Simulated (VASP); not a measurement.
YbB2, 3 atoms in the cell. The structure is hexagonal, space group P6/mmm (No. 191). The conventional cell has a = 3.250 Å, b = 3.250 Å, c = 3.732 Å, α = 90.00°, β = 90.00°, γ = 120.00°. Yb (site symmetry 6/mmm) has 12 B at 2.65 Å and 6 Yb at 3.25 Å within 3.5 Å. B (site symmetry -6m2) has 3 B at 1.88 Å within 2.5 Å. 

```yaml
Program: VASP 6.6.1
Task: single point
Functional: PBE
Potentials_or_basis: VASP PAW PBE potentials, release 64 (Yb, B)
Cutoff: 520 eV
k_mesh: 11 × 11 × 8
Occupations: gaussian, width 0.15 eV
Spin: no spin polarisation
Dipole_correction: no
Further_INCAR_settings: ALGO = Normal; EDIFF = 1e-06; NBANDS = 22
```

Potentials or basis: VASP PAW PBE potentials, release 64 (Yb, B).

Launch:

```bash
$ cat potpaw_PBE.64/Yb/POTCAR potpaw_PBE.64/B/POTCAR > POTCAR
$ mpirun -np 1 vasp_std > vasp.out
```

Hardware: 1 thread of Intel(R) Xeon(R) Platinum 8375C CPU @ 2.90GHz (Ice Lake) (shared host).

Problem. Estimate the wall time of this run.

Solution. Wall time 2.1 min on 1 thread of Intel(R) Xeon(R) Platinum 8375C CPU @ 2.90GHz (Ice Lake), on a shared host, peak memory 0.2 GiB. Counts: scf iterations 39, k points 80.
